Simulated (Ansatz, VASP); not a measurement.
**WC in VASP and in Ansatz**

File INCAR:

```
SYSTEM = WC
PREC = Accurate
ENCUT = 600
EDIFF = 1E-6
ISMEAR = -1
SIGMA = 0.05
LREAL = .FALSE.
LASPH = .TRUE.
NELM = 100
ALGO = Normal
ISIF = 3
LWAVE = .FALSE.
LCHARG = .FALSE.
GGA = RP
IBRION = 2
NSW = 80
EDIFFG = -0.01
```

KPOINTS

```
Automatic mesh
0
G
  10 10 9
  0 0 0
```

POSCAR

```
WC
1.0
    2.9065000000      0.0000000000      0.0000000000
   -1.4532500000      2.5171028361      0.0000000000
    0.0000000000      0.0000000000      2.8366000000
W C
1 1
Direct
    0.0000000000      0.0000000000      0.0000000000
    0.6666666667      0.3333333333      0.5000000000
```

The input input.yaml:

```yaml
crystal:
  lattice:
    - [2.9065, 0.0, 0.0]
    - [-1.45325, 2.5171028361, 0.0]
    - [0.0, 0.0, 2.8366]
  atoms:
    - { symbol: W, position: [0.0, 0.0, 0.0] }
    - { symbol: C, position: [0.6666666667, 0.3333333333, 0.5] }
kpoints:
  mp_grid: { grid: [10, 10, 9] }
scf:
  occupations: { method: fermi_dirac, width: 0.05 }
hamiltonian:
  xc: rpbe
  pseudopotentials: { kind: all_electron, lapw: { basis_error: 0.001 } }
output:
  forces: true
  stress: true
relax:
  f_tol: 0.01
  max_steps: 60
  cell: {}
```

Alike in both runs: task relaxation of cell and atoms; functional RPBE; k mesh 10 × 10 × 9; occupations fermi-dirac, width 0.05 eV; no spin polarisation.

```csv
,VASP,Ansatz
version,VASP 6.6.1,Ansatz 0.2.0
potentials or method,"VASP PAW PBE potentials, release 64 (W_sv, C), cutoff 600 eV","all-electron LAPW, scalar-relativistic"
```

Ansatz gave:

| Property | Result |
| --- | --- |
| relaxed volume (Å³/atom) | 10.65 |
| relaxed cell length with the largest relative difference (Å) | 2.856 |

Q: What did VASP give for the same quantities?

A: Relaxed volume (Å³/atom): 10.67; relaxed cell length with the largest relative difference (Å): 2.858.

VASP's potentials were made for PBE, not for RPBE. Ansatz ran all-electron here, and VASP with PAW potentials.

Spin-orbit coupling is off throughout.
